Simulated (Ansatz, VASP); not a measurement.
## Two plane-wave programs on Al2GaAs3

File INCAR:

```
SYSTEM = Al2GaAs3
PREC     = Accurate       ! precision mode
ENCUT    = 500            ! plane-wave cutoff, eV
EDIFF    = 1E-6           ! SCF threshold, eV
ISMEAR   = 0              ! smearing method
SIGMA    = 0.1            ! smearing width, eV
LREAL    = .False.        ! projectors in reciprocal space
LASPH    = .True.         ! aspherical terms in the spheres
NELM     = 120            ! most SCF steps
ALGO     = Normal         ! electronic algorithm
ISIF     = 2              ! what is computed and relaxed
LWAVE    = .False.        ! write WAVECAR
LCHARG   = .False.        ! write CHGCAR
GGA      = PE             ! functional
NBANDS   = 26             ! bands
GGA_COMPAT= .False.
```

Contents of KPOINTS:

```
regular mesh
0
Gamma
  6 6 6
  0 0 0
```

The input POSCAR:

```
Al2GaAs3
1.0
   -1.9268134300      1.9268134300      8.1747770700
    1.9268134300     -1.9268134300      8.1747770700
    1.9268134300      1.9268134300     -8.1747770700
Al Ga As
2 1 3
Direct
    0.8333333300      0.8333333300      0.0000000000
    0.1666666700      0.1666666700      0.0000000000
    0.5000000000      0.5000000000      0.0000000000
    0.5833333300      0.0833333300      0.5000000000
    0.2500000000      0.7500000000      0.5000000000
    0.9166666700      0.4166666700      0.5000000000
```

Input for Ansatz:

```yaml
crystal:
  lattice:
    - [-1.92681343, 1.92681343, 8.17477707]
    - [1.92681343, -1.92681343, 8.17477707]
    - [1.92681343, 1.92681343, -8.17477707]
  atoms:
    - { symbol: Al, position: [0.83333333, 0.83333333, 0.0] }
    - { symbol: Al, position: [0.16666667, 0.16666667, 0.0] }
    - { symbol: Ga, position: [0.5, 0.5, 0.0] }
    - { symbol: As, position: [0.58333333, 0.08333333, 0.5] }
    - { symbol: As, position: [0.25, 0.75, 0.5] }
    - { symbol: As, position: [0.91666667, 0.41666667, 0.5] }
basis:
  ecutwfc: 420
kpoints:
  mp_grid: { grid: [6, 6, 6] }
hamiltonian:
  xc: pbe
scf:
  occupations: { method: gaussian, width: 0.1 }
  lower_state_search: "off"
output:
  forces: true
  stress: true
  eigenvalues: true
```

Alike in both runs: task single point; functional PBE; k mesh 6 × 6 × 6; occupations gaussian, width 0.1 eV; no spin polarisation.

|  | VASP | Ansatz |
| --- | --- | --- |
| version | VASP 6.6.1 | Ansatz 0.2.0 |
| potentials or method | VASP PAW PBE potentials, release 64 (Al, Ga_d, As), cutoff 500 eV | scalar-relativistic, plane waves, PAW |
| valence electrons in the cell | 34 | 64 |

|  | VASP | Ansatz | Ansatz less VASP |
| --- | --- | --- | --- |
| gap on the k mesh at the Fermi level (eV) | 1.19 | 1.21 | +0.012 |
| least direct gap on the mesh (eV) | 1.50 | 1.52 | +0.013 |
| pressure (GPa) | 14.2 | 13.9 | -0.30 |
| traceless stress, the component that is largest in VASP (GPa) | -0.16 | -0.16 | +0.001 |
| rms of the force components (eV/Å) | 0.034 | 0.034 | -0.0001 |

Atom by atom the forces differ by 0.001 eV/Å (rms over components). VASP's potentials hold 34 valence electrons a cell and Ansatz's 64, so a difference there can come from the potentials and not from the codes.
